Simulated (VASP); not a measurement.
Here is a VASP 6.6.1 calculation.

File INCAR:

```
PREC     = Accurate       # precision mode
ENCUT    = 520            # plane-wave cutoff, eV
EDIFF    = 1E-7           # SCF threshold, eV
ISMEAR   = -1             # smearing method
SIGMA    = 0.1            # smearing width, eV
LREAL    = F              # projectors in reciprocal space
LASPH    = T              # aspherical terms in the spheres
NELM     = 60             # most SCF steps
ALGO     = Normal         # electronic algorithm
ISIF     = 2              # what is computed and relaxed
LWAVE    = F              # write WAVECAR
LCHARG   = F              # write CHGCAR
GGA      = PS             # functional
NBANDS   = 13             # bands
```

KPOINTS

```
regular mesh
0
Gamma
  15 15 15
```

POSCAR

```
Ge
1.0
   -1.7247176979      1.7247176979      1.7247176979
    1.7247176979     -1.7247176979      1.7247176979
    1.7247176979      1.7247176979     -1.7247176979
Ge
1
Direct
    0.0000000000      0.0000000000      0.0000000000
```

Potentials or basis: VASP PAW PBE potentials, release 64 (Ge_d).

The run is started by

```sh
$ cat potpaw_PBE.64/Ge_d/POTCAR > POTCAR
$ mpirun -np 1 vasp_std > vasp.out
```

Q: What does it give for the band gap on the k mesh?

A: Zero (band 7 reaches 14.09 eV, above the bottom of band 8 at 3.06 eV).

Q: Estimate the pressure.

A: -6.7 GPa.

Caveat: the PAW data sets were made with another functional, which shifts forces and pressure a little.
